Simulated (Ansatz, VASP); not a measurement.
# One calculation of VSiPt3, two programs

```
V Si Pt
1.0
     4.50395    0.00000    0.00000
     0.00000    4.50395    0.00000
     0.00000    0.00000    4.50395
V Si Pt
1 1 3
Cartesian
  0.0000 0.0000 0.0000
  2.2520 2.2520 2.2520
  0.0000 2.2520 2.2520
  2.2520 0.0000 2.2520
  2.2520 2.2520 0.0000
```

Alike in both runs: functional PBE; k mesh 4 × 4 × 4; occupations gaussian, width 0.1 eV; collinear spin.

Ansatz relaxed the structure, and its values are those at the end. VASP's run is a single point on that final structure, the one shown.

|  | VASP | Ansatz |
| --- | --- | --- |
| version | VASP 6.6.1 | Ansatz 0.2.0 |
| potentials or method | VASP PAW PBE potentials, release 64 (V_sv, Si, Pt), cutoff 520 eV | scalar-relativistic, plane waves, PAW |
| valence electrons in the cell | 47 | 71 |

VASP gave:

```
gap on the k mesh at the Fermi level (eV)                     : none
pressure (GPa)                                                : 0.2
net moment per atom (μB)                                      : 0.63
size of the moment on the site where the two differ most (μB) : 2.58
```

Task: Which values does Ansatz return?

Result: gap on the k mesh at the Fermi level (eV): none; pressure (GPa): 0.1; net moment per atom (μB): 0.63; size of the moment on the site where the two differ most (μB): 2.73.

Site moments also hang on the region over which each program counts them. A gap of «none» marks a metal or a gap that the smearing closes. VASP's potentials hold 47 valence electrons a cell and Ansatz's 71, so a difference there can come from the potentials and not from the codes.

Spin-orbit coupling is off throughout.
